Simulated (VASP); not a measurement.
Runs of VASP 6.6.1 on LiF. The structure is that of space group Pm-3m (No. 221), or close to it. The cells are those of the table. 

```tsv
task	level	potentials or basis	cell	k mesh	cutoff (eV)	smearing	second run	gap on the mesh (eV)	pressure (GPa)
single point	LDA	VASP PAW LDA potentials, release 64 (Li_sv, F)	a = 2.466 Å, 2 atoms	10 × 10 × 10	520	fermi-dirac 0.02 eV	-	8.29	-
single point	LDA	VASP PAW LDA potentials, release 64 (Li_sv, F)	a = 2.516 Å, 2 atoms	10 × 10 × 10	520	gaussian 0.01 eV	-	7.74	-
single point	r2SCAN	VASP PAW PBE potentials, release 64 (Li_sv, F_h)	a = 2.516 Å, 2 atoms	10 × 10 × 10	910	gaussian 0.01 eV	hard_potentials	(a)	(b)
single point	r2SCAN	VASP PAW PBE potentials, release 64 (Li_sv, F)	a = 2.516 Å, 2 atoms	10 × 10 × 10	520	fermi-dirac 0.02 eV	-	9.12	-
relaxation of cell and atoms	PBE	VASP PAW PBE potentials, release 64 (Li_sv, F)	relaxed from a = 2.062 Å, 2 atoms	12 × 12 × 12	600	fermi-dirac 0.02 eV	-	8.82	0.0
single point	PBE	VASP PAW PBE potentials, release 64 (Li_sv, F)	a = 2.516 Å, 2 atoms	10 × 10 × 10	520	fermi-dirac 0.02 eV	-	7.95	-
single point	PBE	VASP PAW PBE potentials, release 64 (Li_sv, F)	a = 2.560 Å, 2 atoms	12 × 12 × 12	520	fermi-dirac 0.02 eV	-	7.51	-
single point	PBEsol	VASP PAW PBE potentials, release 64 (Li_sv, F)	a = 2.523 Å, 2 atoms	10 × 10 × 10	520	fermi-dirac 0.02 eV	-	7.73	-
```

Alike in all rows: no spin polarisation.

Fill in the values left out.

(a) 9.10; (b) -1.3.

Caveats: the cutoff is under 1.25 times the usual one of these potentials, so pressure, stress and relaxed cells hold a basis-set (Pulay) error; the PAW data sets were made with another functional, which shifts forces and pressure a little (some runs).

A k mesh can miss the band edges.
